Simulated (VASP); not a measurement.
Here is a VASP 6.6.1 calculation.

File INCAR:

```
SYSTEM = TiB2
ALGO = Normal ; EDIFF = 1E-6
ENCUT = 520 ; GGA = CA
ISIF = 2 ; ISMEAR = 1
LASPH = .TRUE. ; LCHARG = .FALSE.
LREAL = .FALSE. ; LWAVE = .FALSE.
NBANDS = 16 ; NELM = 100
PREC = Accurate ; SIGMA = 0.15
```

Contents of KPOINTS:

```
k-points
0
G
  11 11 9
  0 0 0
```

File POSCAR:

```
TiB2
1.0
    3.0690624661      0.0000000000      0.0000000000
   -1.5345312330      2.6578818536      0.0000000000
    0.0000000000      0.0000000000      3.2708838193
Ti B
1 2
Direct
    0.0000000000      0.0000000000      0.0000000000
    0.3333333333      0.6666666667      0.5000000000
    0.6666666667      0.3333333333      0.5000000000
```

Potentials or basis: VASP PAW LDA potentials, release 64 (Ti_sv, B).

The run is started by

```sh
$ cat potpaw_LDA.64/Ti_sv/POTCAR potpaw_LDA.64/B/POTCAR > POTCAR
$ mpirun -np 1 vasp_std > vasp.out
```

Task: Estimate the pressure.

Result: -19.4 GPa.

Task: Predict the band gap on the k mesh.

Result: Zero (band 9 reaches 9.65 eV, above the bottom of band 10 at 9.24 eV).

Stress tensor (GPa, compression positive):
```
-19.53   0.00   0.00
  0.00 -19.53   0.00
  0.00   0.00 -19.10
```
